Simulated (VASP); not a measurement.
A run of VASP 6.6.1:

Contents of INCAR:

```
SYSTEM = ZnO
ALGO = Normal
EDIFF = 1E-6
ENCUT = 520
GGA = PE
ISIF = 2
ISMEAR = -1
LASPH = .True.
LCHARG = .False.
LREAL = .False.
LWAVE = .False.
NBANDS = 26
NELM = 80
PREC = Accurate
SIGMA = 0.02
```

Contents of KPOINTS:

```
k-points
0
Gamma
  11 11 6
  0 0 0
```

POSCAR

```
ZnO
1.0
    3.2493987239      0.0000000000      0.0000000000
   -1.6246993619      2.8140618419      0.0000000000
    0.0000000000      0.0000000000      5.2038000000
Zn O
2 2
Direct
    0.3333333333      0.6666666667      0.0000000000
    0.6666666667      0.3333333333      0.5000000000
    0.3333333333      0.6666666667      0.3821000000
    0.6666666667      0.3333333333      0.8821000000
```

Potentials or basis: VASP PAW PBE potentials, release 64 (Zn, O).

Run with:

```console
$ cat potpaw_PBE.64/Zn/POTCAR potpaw_PBE.64/O/POTCAR > POTCAR
$ mpirun -np 1 vasp_std > vasp.out
```

Hardware: 1 thread of AMD EPYC 7R43 64-Core Processor (Zen 3), on a shared host.

**Question.** Estimate the wall time of this run.

**Answer.** Wall time 88 s on 1 thread of AMD EPYC 7R43 64-Core Processor (Zen 3), on a shared host, peak memory 0.15 GiB. Counts: scf iterations 15, k points 64.
